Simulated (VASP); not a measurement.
Cs: single point with PBE

Crystal: Cs.

```
CELL_PARAMETERS angstrom
-3.07717 3.07717 3.07717
3.07717 -3.07717 3.07717
3.07717 3.07717 -3.07717
ATOMIC_POSITIONS crystal
Cs 0.00000 0.00000 0.00000
```

```
Program             : VASP 6.6.1
Task                : single point
Functional          : PBE
Potentials or basis : VASP PAW PBE potentials, release 64 (Cs_sv)
Cutoff              : 520 eV
k mesh              : 7 × 7 × 7
Occupations         : methfessel-paxton, width 1 eV
Spin                : no spin polarisation
```

```
Pressure               : 0.0 GPa
Band gap on the k mesh : zero (an odd number of electrons rules out a gap without spin polarisation)
```

Levels at points of the mesh, in eV from the Fermi level:
| k point | band 3 | band 4 | band 5 | band 6 | band 7 | band 8 |
| --- | --- | --- | --- | --- | --- | --- |
| (0.00, 0.00, 0.00) | -10.63 | -10.63 | -1.68 | 2.47 | 2.47 | 2.47 |

Run time: 41 s on 1 thread of AMD EPYC 7R13, on a shared host, peak memory 0.2 GiB.

Caveat: so wide a smearing shifts energies and pressures; spin-orbit coupling is left out, which moves the levels of the heavy elements.
